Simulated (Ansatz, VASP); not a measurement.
## Al3W: VASP beside Ansatz

```xyz
4
Lattice="4.9613 0.0000 0.0000 0.0000 4.9613 0.0000 0.0000 0.0000 4.9613" Properties=species:S:1:pos:R:3 pbc="T T T"
Al    0.0000    0.0000    2.4807
Al    0.0000    2.4807    0.0000
Al    2.4807    0.0000    0.0000
W     0.0000    0.0000    0.0000
```

Change from the starting cell: species swapped into the WO3 type (Pm-3m, No. 221).

Alike in both runs: functional PBE; k mesh 4 × 4 × 4; occupations gaussian, width 0.1 eV; no spin polarisation.

Ansatz relaxed the structure, and its values are those at the end. VASP's run is a single point on that final structure, the one shown.

```csv
,VASP,Ansatz
version,VASP 6.6.1,Ansatz 0.2.0
potentials or method,"VASP PAW PBE potentials, release 64 (Al, W_sv), cutoff 520 eV","scalar-relativistic, plane waves, PAW"
valence electrons in the cell,23,23
```

```csv
,VASP,Ansatz,Ansatz less VASP
gap on the k mesh at the Fermi level (eV),none,none,-
pressure (GPa),0.1,0.1,+0.02
```

A gap of «none» marks a metal or a gap that the smearing closes. The functional is the same, so the differences come from potentials, cutoffs and numerics.

Neither program's run includes spin-orbit coupling.
